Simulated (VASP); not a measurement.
Here is a VASP 6.6.1 calculation.

POSCAR

```
Sb
1.0
   -1.8959666167      1.8959666167      1.8959666167
    1.8959666167     -1.8959666167      1.8959666167
    1.8959666167      1.8959666167     -1.8959666167
Sb
1
Direct
    0.0000000000      0.0000000000      0.0000000000
```

File INCAR.step1:

```
SYSTEM = Sb
PREC     = Accurate       ! precision mode
ENCUT    = 520            ! plane-wave cutoff, eV
EDIFF    = 1E-5           ! SCF threshold, eV
ISMEAR   = -1             ! smearing method
SIGMA    = 0.05           ! smearing width, eV
LREAL    = .False.        ! projectors in reciprocal space
LASPH    = .True.         ! aspherical terms in the spheres
NELM     = 60             ! most SCF steps
ALGO     = Normal         ! electronic algorithm
ISIF     = 2              ! what is computed and relaxed
LWAVE    = .True.         ! write WAVECAR
LCHARG   = .False.        ! write CHGCAR
GGA      = PE             ! functional
NBANDS   = 8              ! bands
```

The input INCAR.step2:

```
SYSTEM = Sb
PREC     = Accurate       ! precision mode
ENCUT    = 520            ! plane-wave cutoff, eV
EDIFF    = 1E-7           ! SCF threshold, eV
ISMEAR   = -1             ! smearing method
SIGMA    = 0.05           ! smearing width, eV
LREAL    = .False.        ! projectors in reciprocal space
LASPH    = .True.         ! aspherical terms in the spheres
NELM     = 60             ! most SCF steps
ALGO     = Normal         ! electronic algorithm
ISIF     = 2              ! what is computed and relaxed
LWAVE    = .False.        ! write WAVECAR
LCHARG   = .False.        ! write CHGCAR
GGA      = PE             ! functional
LHFCALC  = .True.         ! exact exchange
AEXX     = 0.25           ! exact-exchange fraction
PRECFOCK = Normal       
ISTART   = 1            
NBANDS   = 8              ! bands
```

The input KPOINTS:

```
Automatic mesh
0
Gamma
  6 6 6
  0 0 0
```

Potentials or basis: VASP PAW PBE potentials, release 64 (Sb).

Run with:

```console
$ cat potpaw_PBE.64/Sb/POTCAR > POTCAR
$ cp INCAR.step1 INCAR
$ mpirun -np 1 vasp_std > vasp.out
$ cp INCAR.step2 INCAR
$ mpirun -np 1 vasp_std > vasp.out
```

**Question.** Estimate the pressure.

**Answer.** -2.9 GPa.

Caveat: the k points lie up to 0.39 Å⁻¹ apart; the PAW data sets were made with another functional, which shifts forces and pressure a little.
